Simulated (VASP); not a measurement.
# CsCdCl3: single point with LDA

Crystal: CsCdCl3.

```
Cs Cd Cl
1.0
     4.70117    0.00000    0.00000
     0.00000    4.70117    0.00000
     0.00000    0.00000    4.70117
Cs Cd Cl
1 1 3
Direct
  0.00000 0.00000 0.00000
  0.50000 0.50000 0.50000
  0.00000 0.50000 0.50000
  0.50000 0.00000 0.50000
  0.50000 0.50000 0.00000
```

```yaml
Program: VASP 6.6.1
Task: single point
Functional: LDA
Potentials_or_basis: VASP PAW LDA potentials, release 64 (Cs_sv, Cd, Cl)
Cutoff: 500 eV
k_mesh: 6 × 6 × 6
Occupations: gaussian, width 0.02 eV
Spin: no spin polarisation
```

```yaml
Pressure: 20.9 GPa
Band_gap_on_the_k_mesh: 1.86 eV, indirect (least direct gap 3.46 eV)
```

Levels at points of the mesh, in eV from the valence-band top:
```tsv
k point	band 18	band 19	band 20	band 21	band 22	band 23	band 24	band 25
(0.00, 0.00, 0.00)	-2.47	-1.61	-1.61	-1.61	1.86	4.36	4.36	5.52
(0.50, 0.00, 0.00)	-2.30	-2.30	-2.12	-2.12	5.54	6.48	6.48	6.59
(0.50, 0.50, 0.00)	-2.32	-2.32	-1.42	-0.02	6.91	6.91	6.98	7.36
(0.50, 0.50, 0.50)	-1.38	-1.38	0.00	0.00	5.02	5.02	5.02	6.75
```

Wall time 28 s on 1 thread of AMD EPYC 9R45 96-Core Processor (Zen 5), on a shared host, peak memory 0.17 GiB.

Caveat: spin-orbit coupling is left out, which moves the levels of the heavy elements. A k mesh can miss the band edges.
